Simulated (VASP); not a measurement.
# CO2 (P4_2/mnm) in VASP: notebook

Runs on CO2. Level: LDA. Tasks: single point.

Program: VASP 6.6.1. These are calculated values, not measurements. Logs are shortened: lines on timing, memory, paths and dates and some standing lists are left out, and cuts for length are marked.

### Step 1. The cell of the first run

It takes space group P4_2/mnm (No. 136, tetragonal). The conventional cell has a = 3.516 Å, b = 3.516 Å, c = 4.104 Å, α = 90.00°, β = 90.00°, γ = 90.00°. Within 1.5 Å of C (site symmetry mmm) lie 2 O at 1.14 Å. Within 1.5 Å of O (site symmetry m2m) lie 1 C at 1.14 Å.

### Step 2. Single point, LDA

Input file INCAR:

```
  ALGO = Normal
  EDIFF = 1E-6
  ENCUT = 520
  GGA = CA
  ISIF = 2
  ISMEAR = 0
  LASPH = T
  LCHARG = F
  LREAL = F
  LWAVE = F
  NBANDS = 25
  NELM = 60
  PREC = Accurate
  SIGMA = 0.01
```

Input file KPOINTS:

```
k-points
0
Gamma
  5 5 4
```

Input file POSCAR:

```
CO2
1.0
    3.5161000000      0.0000000000      0.0000000000
    0.0000000000      3.5161000000      0.0000000000
    0.0000000000      0.0000000000      4.1043000000
C O
2 4
Direct
    0.0000000000      0.0000000000      0.0000000000
    0.5000000000      0.5000000000      0.5000000000
    0.2300000000      0.2300000000      0.0000000000
    0.2700000000      0.7300000000      0.5000000000
    0.7700000000      0.7700000000      0.0000000000
    0.7300000000      0.2700000000      0.5000000000
```

Potentials or basis: VASP PAW LDA potentials, release 64 (C, O).

Command:

```bash
> cat potpaw_LDA.64/C/POTCAR potpaw_LDA.64/O/POTCAR > POTCAR
> mpirun -np 1 vasp_std > vasp.out
```

OUTCAR:

```text
EDIFF = 1E-6
   ENCUT = 520
   GGA = CA
   ISIF = 2
   ISMEAR = 0
   LASPH = T
   LREAL = F
   NELM = 60
   PREC = Accurate

 ion  position               nearest neighbor table
   1  0.000  0.000  0.000-   3 1.14   5 1.14
   2  0.500  0.500  0.500-   4 1.14   6 1.14
   3  0.230  0.230  0.000-   1 1.14
   4  0.270  0.730  0.500-   2 1.14
   5  0.770  0.770  0.000-   1 1.14
   6  0.730  0.270  0.500-   2 1.14

  LATTYP: Found a simple tetragonal cell.
 ALAT       =     3.5161000000
 C/A-ratio  =     1.1672876198

  Lattice vectors:

 A1 = (   3.5161000000,   0.0000000000,   0.0000000000)
 A2 = (   0.0000000000,   3.5161000000,   0.0000000000)
 A3 = (   0.0000000000,   0.0000000000,   4.1043000000)

Analysis of symmetry for initial positions (statically):
=====================================================================
 Subroutine PRICEL returns:
 Original cell was already a primitive cell.

 Routine SETGRP: Setting up the symmetry group for a
 simple tetragonal supercell.

 Subroutine GETGRP returns: Found 16 space group operations
 (whereof  8 operations were pure point group operations)
 out of a pool of 16 trial point group operations.

The static configuration has the point symmetry D_2h.
 The point group associated with its full space group is D_4h.

Analysis of symmetry for dynamics (positions and initial velocities):
=====================================================================
 Subroutine PRICEL returns:
 Original cell was already a primitive cell.

 Routine SETGRP: Setting up the symmetry group for a
 simple tetragonal supercell.

 Subroutine GETGRP returns: Found 16 space group operations
 (whereof  8 operations were pure point group operations)
 out of a pool of 16 trial point group operations.

The dynamic configuration has the point symmetry D_2h.
 The point group associated with its full space group is D_4h.

 Subroutine INISYM returns: Found 16 space group operations
 (whereof  8 operations are pure point group operations),
 and found     1 'primitive' translations

----------------------------------------------------------------------------------------

                                     Primitive cell

  volume of cell :      50.7413

  direct lattice vectors                    reciprocal lattice vectors
     3.516100000  0.000000000  0.000000000     0.284406018  0.000000000  0.000000000
     0.000000000  3.516100000  0.000000000     0.000000000  0.284406018  0.000000000
     0.000000000  0.000000000  4.104300000     0.000000000  0.000000000  0.243646907

  length of vectors
     3.516100000  3.516100000  4.104300000     0.284406018  0.284406018  0.243646907

  position of ions in fractional coordinates (direct lattice)
     0.000000000  0.000000000  0.000000000
     0.500000000  0.500000000  0.500000000
     0.230000000  0.230000000  0.000000000
     0.270000000  0.730000000  0.500000000
     0.770000000  0.770000000  0.000000000
     0.730000000  0.270000000  0.500000000

  ion indices of the primitive-cell ions
   primitive index   ion index
                 1           1
                 2           2
                 3           3
                 4           4
                 5           5
                 6           6

----------------------------------------------------------------------------------------

 KPOINTS: k-points

Automatic generation of k-mesh.
 Grid dimensions read from file:
 generate k-points for:    5    5    4

 Generating k-lattice:

  Cartesian coordinates                     Fractional coordinates (reciprocal lattice)
     0.056881204  0.000000000  0.000000000     0.200000000  0.000000000  0.000000000
     0.000000000  0.056881204  0.000000000     0.000000000  0.200000000  0.000000000
     0.000000000  0.000000000  0.060911727     0.000000000  0.000000000  0.250000000

  Length of vectors
     0.056881204  0.056881204  0.060911727

  Shift w.r.t. Gamma in fractional coordinates (k-lattice)
     0.000000000  0.000000000  0.000000000

 Subroutine IBZKPT returns following result:
 ===========================================

 Found     18 irreducible k-points:

 Following reciprocal coordinates:
            Coordinates               Weight
  0.000000  0.000000  0.000000      1.000000
  0.200000  0.000000  0.000000      4.000000
  0.400000  0.000000  0.000000      4.000000
  0.200000  0.200000  0.000000      4.000000
  0.400000  0.200000  0.000000      8.000000
  0.400000  0.400000  0.000000      4.000000
[... 10 lines left out ...]
  0.400000  0.200000  0.500000      8.000000
  0.400000  0.400000  0.500000      4.000000
   k-points           NKPTS =     18   k-points in BZ     NKDIM =     18   number of bands    NBANDS=     25
   number of dos      NEDOS =    301   number of ions     NIONS =      6
   total plane-waves  NPLWV =  25088
   dimension x,y,z NGX =    28 NGY =   28 NGZ =   32
   dimension x,y,z NGXF=    56 NGYF=   56 NGZF=   64
   ions per type =               2   4
   NGX,Y,Z   is equivalent  to a cutoff of  13.24, 13.24, 12.96 a.u.
   NGXF,Y,Z  is equivalent  to a cutoff of  26.48, 26.48, 25.92 a.u.
 SYSTEM =  unknown system
   PREC   = accura    normal or accurate (medium, high low for compatibility)
   ISTART =      0    job   : 0-new  1-cont  2-samecut
   ICHARG =      2    charge: 1-file 2-atom 10-const
   ISPIN  =      1    spin polarized calculation?
   LNONCOLLINEAR =      F non collinear calculations
   LSORBIT =      F    spin-orbit coupling
   LASPH  =      T    aspherical Exc in radial PAW
   ENCUT  =  520.0 eV  38.22 Ry    6.18 a.u.   6.54  6.54  7.63*2*pi/ulx,y,z
   NELM   =     60;   NELMIN=  2; NELMDL= -5     # of ELM steps
   EDIFF  = 0.1E-05   stopping-criterion for ELM
   LREAL  =      F    real-space projection
   EDIFFG = 0.1E-04   stopping-criterion for IOM
   NSW    =      0    number of steps for IOM
   IBRION =     -1    ionic relax: 0-MD 1-quasi-New 2-CG
   NFREE  =      0    steps in history (QN), initial steepest desc. (CG)
   ISIF   =      2    stress and relaxation
   ISYM   =      2    0-nonsym 1-usesym 2-fastsym
   POTIM  = 0.5000    time-step for ionic-motion
   TEBEG  =    0.0;   TEEND  =   0.0 temperature during run
   PSTRESS=    0.0 pullay stress
   NELECT =      32.0000    total number of electrons
   NUPDOWN=      -1.0000    fix difference up-down
   EMIN   =  10.00;   EMAX   =-10.00  energy-range for DOS
   EFERMI =   0.00;   METHOD = LEGACY
   ISMEAR =     0;   SIGMA  =   0.01  broadening in eV -4-tet -1-fermi 0-gaus
   EFERMI_NEDOS =   21; number of points for ismear=-14 and -15
   IALGO  =     38    algorithm
   IMIX   =      4    mixing-type and parameters
     AMIX     =   0.40;   BMIX     =  1.00
     AMIX_MAG =   1.60;   BMIX_MAG =  1.00
  volume/ion in A,a.u.               =       8.46        57.07
  Fermi-wavevector in a.u.,A,eV,Ry     =   1.403905  2.652995 26.816383  1.970949
  Thomas-Fermi vector in A             =   2.526520
   LORBIT       =      0    0 simple, 1 ext, 2 COOP (PROOUT), +10 PAW based schemes
   GGA     = CA    functional components
   LHFCALC =     F    Hartree Fock is set to
   AEXX    =    0.0000 exact exchange contribution
   IVDW    =     0    specifies the selected vdW correction
   LEPSILON=     F    determine dielectric tensor
   LRPA    =     F    only Hartree local field effects (RPA)
 non-spin polarized calculation
 Gauss-broadening in eV      SIGMA  =   0.01
  energy-cutoff  :      520.00
  volume of cell :       50.74
 maximum number of plane-waves:      1395
 NGX is ok and might be reduce to    28
   NGX = 13   NGY = 13   NGZ = 15

 number of electron      32.0000018 magnetization

 Free energy of the ion-electron system (eV)
  ---------------------------------------------------
  ext. energy  EPLUGINS =         0.00000000
  ---------------------------------------------------
  free energy    TOTEN  =       -48.85798795 eV

  energy without entropy =      -48.85798795  energy(sigma->0) =      -48.85798795

 E-fermi :   1.2066     XC(G=0): -11.4481

 val. band max:        1.0735790946   @ k =   0.4000   0.4000   0.0000
 cond. band min:       6.9508033235   @ k =   0.0000   0.0000   0.0000
 fundamental gap:      5.8772242288
 Fermi energy:         1.2066299937

 k-point     1 :       0.0000    0.0000    0.0000
  band No.  band energies     occupation
      1     -21.4462      2.00000
      2     -20.0864      2.00000
      3     -19.3003      2.00000
      4     -19.3003      2.00000
      5      -6.4592      2.00000
      6      -6.0493      2.00000
[... 17 lines left out ...]
     24      17.9108      0.00000
     25      18.3635      0.00000

 k-point     2 :       0.2000    0.0000    0.0000
  band No.  band energies     occupation
      1     -21.2899      2.00000
      2     -20.1236      2.00000
      3     -19.3931      2.00000
      4     -19.3265      2.00000
      5      -6.1626      2.00000
      6      -5.8881      2.00000
[... 17 lines left out ...]
     24      17.8194      0.00000
     25      18.4038      0.00000

 k-point     3 :       0.4000    0.0000    0.0000
  band No.  band energies     occupation
      1     -20.8761      2.00000
      2     -20.3903      2.00000
      3     -19.4660      2.00000
      4     -19.3988      2.00000
      5      -5.4871      2.00000
      6      -5.4152      2.00000
[... 384 lines left out ...]
 k-point    17 :       0.4000    0.2000    0.5000
  band No.  band energies     occupation
      1     -20.4527      2.00000
      2     -20.4461      2.00000
      3     -19.5956      2.00000
      4     -19.5900      2.00000
      5      -6.9387      2.00000
      6      -6.5105      2.00000
[... 17 lines left out ...]
     24      17.4144      0.00000
     25      18.2150      0.00000

 k-point    18 :       0.4000    0.4000    0.5000
  band No.  band energies     occupation
      1     -20.3074      2.00000
      2     -20.3018      2.00000
      3     -19.6911      2.00000
      4     -19.6858      2.00000
      5      -7.0210      2.00000
      6      -6.6848      2.00000
[... 17 lines left out ...]
     24      16.1957      0.00000
     25      18.0307      0.00000

------------------------ aborting loop because EDIFF is reached ----------------------------------------

  FORCE on cell =-STRESS in cart. coord.  units (eV):
  Direction    XX          YY          ZZ          XY          YZ          ZX
  --------------------------------------------------------------------------------------
  -------------------------------------------------------------------------------------
  Total       10.5452632     10.5452632      5.0591392      0.0000000      0.0000000      0.0000000
  in kB      332.9710467    332.9710467    159.7444118      0.0000000      0.0000000      0.0000000
  external PRESSURE =     275.2288351 kB  Pullay stress =       0.0000000 kB

 VOLUME and BASIS-vectors are now :
 -----------------------------------------------------------------------------
  energy-cutoff  :      520.00
  volume of cell :       50.74
      direct lattice vectors                 reciprocal lattice vectors
     3.516100000  0.000000000  0.000000000     0.284406018  0.000000000  0.000000000
     0.000000000  3.516100000  0.000000000     0.000000000  0.284406018  0.000000000
     0.000000000  0.000000000  4.104300000     0.000000000  0.000000000  0.243646907

 POSITION                                       TOTAL-FORCE (eV/Angst)
 -----------------------------------------------------------------------------------
      0.00000      0.00000      0.00000        -0.000000      0.000000     -0.000000
      1.75805      1.75805      2.05215        -0.000000      0.000000     -0.000000
      0.80870      0.80870      0.00000         1.480974      1.480974     -0.000000
      0.94935      2.56675      2.05215        -1.480974      1.480974     -0.000000
      2.70740      2.70740      0.00000        -1.480974     -1.480974      0.000000
      2.56675      0.94935      2.05215         1.480974     -1.480974     -0.000000
 -----------------------------------------------------------------------------------
    total drift:                                0.000000     -0.000000      0.000000

  FREE ENERGIE OF THE ION-ELECTRON SYSTEM (eV)
  ---------------------------------------------------
  free  energy   TOTEN  =       -48.8579879472 eV

  energy  without entropy=      -48.8579879472  energy(sigma->0) =      -48.85798795
```

Run time: 23 s. Hardware: 1 thread of AMD EPYC 7R13, shared host; peak memory 0.12 GiB.

Results:

| Item | Value |
| --- | --- |
| Free energy | -48.8580 eV |
| Pressure | 27.5 GPa |
| Largest force | 2.094 eV/Å |
| Band gap on the k mesh | 5.88 eV (least direct gap 6.68 eV) |

Forces in eV/Å, atoms in the order of the input:
```
C    0.000  0.000  0.000
C    0.000  0.000  0.000
O    1.481  1.481  0.000
O   -1.481  1.481  0.000
O   -1.481 -1.481  0.000
O    1.481 -1.481  0.000
```

Stress tensor (GPa, compression positive):
```
33.30  0.00  0.00
 0.00 33.30  0.00
 0.00  0.00 15.97
```

Levels at points of the mesh, in eV from the valence-band top:
```tsv
k point	band 12	band 13	band 14	band 15	band 16	band 17	band 18	band 19	band 20	band 21
(0.00, 0.00, 0.00)	-3.40	-3.28	-1.80	-1.29	-1.29	5.88	6.55	6.55	7.30	9.95
(0.00, 0.00, 0.50)	-4.25	-2.88	-2.88	-1.18	-1.18	7.10	7.10	7.38	7.38	9.84
```

Caveat: the cell stands under pressure; an odd mesh through Γ misses points on the zone boundary, where band edges can lie; forces of over 1 eV/Å act on the atoms, so gaps and moduli don't describe the material at rest.

### Step 3. Single point, LDA

Input file INCAR:

```
ALGO = Normal
EDIFF = 1E-6
ENCUT = 520
ISIF = 2
ISMEAR = 0
LASPH = T
LCHARG = T
LELF = T
LREAL = F
LVHAR = T
LWAVE = F
NBANDS = 25
NELM = 100
PREC = Accurate
SIGMA = 0.01
```

KPOINTS is that of step 2.

POSCAR is that of step 2.

Potentials or basis: VASP PAW LDA potentials, release 64 (C, O).

Command:

```bash
> cat potpaw_LDA.64/C/POTCAR potpaw_LDA.64/O/POTCAR > POTCAR
> mpirun -np 1 vasp_std > vasp.out
```

It took 21 s on 1 thread of AMD EPYC 7R13, shared host; peak memory 0.12 GiB.

Results (log left out):

```
Free energy            : -48.8580 eV
Pressure               : 27.5 GPa
Largest force          : 2.094 eV/Å
Band gap on the k mesh : 5.88 eV (least direct gap 6.68 eV)
```

Forces on the atoms (eV/Å):
```
C    0.000  0.000  0.000
C    0.000  0.000  0.000
O    1.481  1.481  0.000
O   -1.481  1.481  0.000
O   -1.481 -1.481  0.000
O    1.481 -1.481  0.000
```

Stress tensor (GPa, compression positive):
```
33.30  0.00  0.00
 0.00 33.30  0.00
 0.00  0.00 15.97
```

Levels at points of the mesh, in eV from the valence-band top:
```tsv
k point	band 13	band 14	band 15	band 16	band 17	band 18	band 19	band 20
(0.00, 0.00, 0.00)	-3.28	-1.80	-1.29	-1.29	5.88	6.55	6.55	7.30
(0.00, 0.00, 0.50)	-2.88	-2.88	-1.18	-1.18	7.10	7.10	7.38	7.38
```

Caveat: the cell stands under pressure; an odd mesh through Γ misses points on the zone boundary, where band edges can lie; forces of over 1 eV/Å act on the atoms, so gaps and moduli don't describe the material at rest.
